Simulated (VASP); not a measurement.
Set up this calculation in VASP 6.6.1, as the native input.

| Property | Result |
| --- | --- |
| Task | single point |
| Functional | PBEsol |
| Dispersion | D3(BJ) |
| Potentials or basis | VASP PAW PBE potentials, release 64 (W_sv, S) |
| Cutoff | 520 eV |
| k mesh | 12 × 12 × 4 |
| Occupations | gaussian, width 0.02 eV |
| Spin | no spin polarisation |
| Dipole correction | no |
| Further INCAR settings | ALGO = Normal; EDIFF = 1e-06; NBANDS = 35 |

The structure of WS2 lies in POSCAR:

```
WS2
1.0
    3.0522995749      0.0000000000      0.0000000000
   -1.5261497875      2.6433689718      0.0000000000
    0.0000000000      0.0000000000     11.8509942509
W S
2 4
Direct
    0.3333333333      0.6666666667      0.7500000000
    0.6666666667      0.3333333333      0.2500000000
    0.3333333333      0.6666666667      0.1153261303
    0.6666666667      0.3333333333      0.6153261303
    0.3333333333      0.6666666667      0.3846738697
    0.6666666667      0.3333333333      0.8846738697
```

This cell differs from its parent crystal: biaxial strain in the a-b plane: -2.0 %, then relaxed in part.

The input as run:

INCAR

```
PREC = Accurate
ENCUT = 520
EDIFF = 1E-6
ISMEAR = 0
SIGMA = 0.02
LREAL = F
LASPH = T
NELM = 80
ALGO = Normal
ISIF = 2
LWAVE = F
LCHARG = F
GGA = PS
IVDW = 12
NBANDS = 35
```

KPOINTS

```
regular mesh
0
Gamma
  12 12 4
```

Potentials or basis: VASP PAW PBE potentials, release 64 (W_sv, S).

Run with:

```sh
$ cat potpaw_PBE.64/W_sv/POTCAR potpaw_PBE.64/S/POTCAR > POTCAR
$ mpirun -np 1 vasp_std > vasp.out
```

It gave:

```
Pressure                   : 4.9 GPa
Largest force              : 0.019 eV/Å
Band gap on the k mesh     : 0.70 eV, indirect (least direct gap 1.94 eV)
Dispersion energy per atom : -0.431 eV
```

Caveat: the cell differs from its parent crystal (biaxial strain in the a-b plane: -2.0 %, then relaxed in part); the PAW data sets were made with another functional, which shifts forces and pressure a little; spin-orbit coupling is left out, which moves the levels of the heavy elements.

Run time: 64 s on 1 thread of Intel(R) Xeon(R) 6975P-C (Granite Rapids) (shared host), peak memory 0.31 GiB.
